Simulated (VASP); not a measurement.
A run of VASP 6.6.1 is set up as follows.

Contents of POSCAR:

```
InPd
1.0
    0.0000000000      2.7460700000      2.7460700000
    2.7460700000      0.0000000000      2.7460700000
    2.7460700000      2.7460700000      0.0000000000
In Pd
1 1
Direct
    0.0000000000      0.0000000000      0.0000000000
    0.5000000000      0.5000000000      0.5000000000
```

The input INCAR.step1:

```
SYSTEM = InPd
PREC = Accurate ; ENCUT = 520
ISMEAR = -1 ; SIGMA = 0.05
LREAL = .False. ; LASPH = .True.
NELM = 80 ; NBANDS = 18
GGA = PE ; ALGO = Normal
EDIFF = 1E-4 ; LWAVE = .True.
LCHARG = .False.
```

Contents of INCAR.step2:

```
SYSTEM = InPd
PREC = Accurate ; ENCUT = 520
EDIFF = 1E-6 ; ISMEAR = -1
SIGMA = 0.05 ; LREAL = .False.
LASPH = .True. ; NELM = 80
ALGO = Normal ; ISIF = 2
LWAVE = .False. ; LCHARG = .False.
METAGGA = R2SCAN ; LMIXTAU = .True.
NBANDS = 18 ; ISTART = 1
```

File KPOINTS:

```
regular mesh
0
Gamma
  8 8 8
  0 0 0
```

Potentials or basis: VASP PAW PBE potentials, release 64 (In_d, Pd).

The run is started by

```sh
$ cat potpaw_PBE.64/In_d/POTCAR potpaw_PBE.64/Pd/POTCAR > POTCAR
$ cp INCAR.step1 INCAR
$ mpirun -np 1 vasp_std > vasp.out
$ cp INCAR.step2 INCAR
$ mpirun -np 1 vasp_std > vasp.out
```

(1) Predict the pressure.

Answers

(1) -2.6 GPa.

Caveat: the PAW data sets were made with another functional, which shifts forces and pressure a little.
